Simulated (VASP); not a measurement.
Write the native input for VASP 6.6.1 that does the following.

- Task: single point
- Functional: PBE
- Potentials or basis: VASP PAW PBE potentials, release 64 (Be, C)
- Cutoff: 520 eV
- k mesh: 6 × 6 × 2
- Occupations: gaussian, width 0.1 eV
- Spin: collinear spin, ferromagnetic start
- Starting moments: [0.0, 0.0, 0.0, 0.0, 1.0, 1.0, 1.0, 1.0] μB
- Dipole correction: no
- Further INCAR settings: ALGO = Normal; EDIFF = 1e-06; NBANDS = 26

The structure of BeC lies in POSCAR:

```
BeC
1.0
    2.8450359500      0.0000000000      0.0000000000
   -1.4225179800      2.4638734100      0.0000000000
    0.0000000000      0.0000000000      9.3749034500
Be C
4 4
Direct
    0.6666666700      0.3333333300      0.7500000000
    0.0000000000      0.0000000000      0.0000000000
    0.3333333300      0.6666666700      0.2500000000
    0.0000000000      0.0000000000      0.5000000000
    0.3333333300      0.6666666700      0.8750000000
    0.6666666700      0.3333333300      0.1250000000
    0.6666666700      0.3333333300      0.3750000000
    0.3333333300      0.6666666700      0.6250000000
```

One way to write it, as run:

INCAR

```
SYSTEM = BeC
PREC = Accurate
ENCUT = 520
EDIFF = 1E-6
ISMEAR = 0
SIGMA = 0.1
LREAL = .FALSE.
LASPH = .TRUE.
NELM = 150
ALGO = Normal
ISIF = 2
LWAVE = .FALSE.
LCHARG = .FALSE.
ISPIN = 2
MAGMOM = 0 0 0 0 1 1 1 1
LORBIT = 11
GGA = PE
NBANDS = 26
```

KPOINTS

```
regular mesh
0
G
  6 6 2
  0 0 0
```

Potentials or basis: VASP PAW PBE potentials, release 64 (Be, C).

The run is started by

```console
$ cat potpaw_PBE.64/Be/POTCAR potpaw_PBE.64/C/POTCAR > POTCAR
$ mpirun -np 1 vasp_std > vasp.out
```

Results of the run:

- Pressure: -19.5 GPa
- Largest force: 1.519 eV/Å
- Band gap on the k mesh: zero (filled and empty bands overlap)
- Net moment: 0.00 μB per cell
- Valence electrons inside the program's atomic spheres: Be 0.98, 0.93; C 2.24

Caveat: the k points lie up to 0.43 Å⁻¹ apart; forces of over 1 eV/Å act on the atoms, so gaps and moduli don't describe the material at rest.

Wall time 44 s on 1 thread of Intel(R) Xeon(R) Platinum 8124M CPU @ 3.00GHz (Skylake/Cascade Lake), with other jobs on the host, peak memory 0.22 GiB.
